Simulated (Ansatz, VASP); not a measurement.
Two plane-wave programs on KZnCl3

Contents of INCAR:

```
ALGO = Normal
EDIFF = 1E-6
ENCUT = 520
GGA = PE
ISIF = 2
ISMEAR = -1
LASPH = True
LCHARG = False
LREAL = False
LWAVE = False
NBANDS = 29
NELM = 80
PREC = Accurate
SIGMA = 0.02
```

File KPOINTS:

```
k-points
0
Gamma
  6 6 6
```

The input POSCAR:

```
KZnCl3
1.0
    5.0226179580      0.0000000000      0.0000000000
    0.0000000000      5.0226179580      0.0000000000
    0.0000000000      0.0000000000      5.0226179580
K Zn Cl
1 1 3
Direct
    0.0000000000      0.0000000000      0.0000000000
    0.5000000000      0.5000000000      0.5000000000
    0.5000000000      0.5000000000      0.0000000000
    0.5000000000      0.0000000000      0.5000000000
    0.0000000000      0.5000000000      0.5000000000
```

Input for Ansatz:

```yaml
crystal:
  lattice:
    - [5.022617958, 0.0, 0.0]
    - [0.0, 5.022617958, 0.0]
    - [0.0, 0.0, 5.022617958]
  atoms:
    - { symbol: K, position: [0.0, 0.0, 0.0] }
    - { symbol: Zn, position: [0.5, 0.5, 0.5] }
    - { symbol: Cl, position: [0.5, 0.5, 0.0] }
    - { symbol: Cl, position: [0.5, 0.0, 0.5] }
    - { symbol: Cl, position: [0.0, 0.5, 0.5] }
kpoints:
  mp_grid: { grid: [6, 6, 6] }
  band_path:
    path: [[0.0, 0.0, 0.0], [0.0, 0.5, 0.0], [0.5, 0.5, 0.0], [0.5, 0.5, 0.5]]
    npoints: 1
hamiltonian:
  xc: pbe
scf:
  occupations: { method: fermi_dirac, width: 0.02 }
  n_extra_bands: 5
output:
  forces: true
  stress: true
  eigenvalues: true
```

Change from the starting cell: hydrostatic strain +2.5%.

Alike in both runs: task single point; functional PBE; k mesh 6 × 6 × 6; occupations fermi-dirac, width 0.02 eV; no spin polarisation.

|  | VASP | Ansatz |
| --- | --- | --- |
| version | VASP 6.6.1 | Ansatz 0.2.0 |
| potentials or method | VASP PAW PBE potentials, release 64 (K_sv, Zn, Cl) | plane waves, PAW |
| plane-wave cutoff (eV) | 520 | 420 |
| valence electrons in the cell | 42 | 42 |

```csv
,VASP,Ansatz,Ansatz less VASP
gap on the k mesh at the Fermi level (eV),1.36,1.36,-0.004
pressure (GPa),-1.1,-1.1,-0.02
```

With one functional, cell and mesh, what is left measures potentials, basis and numerics.
